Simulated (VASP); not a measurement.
Runs of VASP 6.6.1 on Ba3SbP. The structure is cubic, space group Pm-3m (No. 221). The conventional cell has a = 6.113 Å, b = 6.113 Å, c = 6.113 Å, α = 90.00°, β = 90.00°, γ = 90.00°. Within 4.0 Å of Ba (site symmetry 4/mmm) lie 2 P at 3.06 Å. Sb (site symmetry m-3m) has 12 Ba at 4.32 Å and 8 P at 5.29 Å within 5.7 Å. P (site symmetry m-3m) has 6 Ba at 3.06 Å within 4.0 Å. 

| level | potentials or basis | k mesh | smearing | gap on the mesh (eV) | pressure (GPa) |
| --- | --- | --- | --- | --- | --- |
| PBE | VASP PAW PBE potentials, release 64 (Ba_sv, Sb_d_GW, P) | 4 × 4 × 4 | fermi-dirac 0.1 eV | 0.29 | -0.1 |
| LDA | VASP PAW LDA potentials, release 64 (Ba_sv, Sb_d_GW, P) | 4 × 4 × 4 | gaussian 0.1 eV | 0.14 | (a) |
| PBEsol | VASP PAW PBE potentials, release 64 (Ba_sv, Sb_d_GW, P) | 2 × 2 × 2 | methfessel-paxton 0.035 eV | 0.12 | -0.4 |
| PBE | VASP PAW PBE potentials, release 64 (Ba_sv, Sb_d_GW, P) | 4 × 4 × 4 | gaussian 0.1 eV | 0.29 | -0.1 |

Alike in all rows: task single point; no spin polarisation; cell as given; cutoff (eV) 500.

Question: Estimate the missing entries.

Answer: (a) -2.0.

Caveats: some runs use coarse meshes; semilocal functionals underestimate gaps, and a narrow one can read as zero; spin-orbit coupling is left out, which moves the levels of the heavy elements; the PAW data sets were made with another functional, which shifts forces and pressure a little (at least some runs).

A k mesh can miss the band edges, and the runs leave out spin-orbit coupling on Ba, Sb.
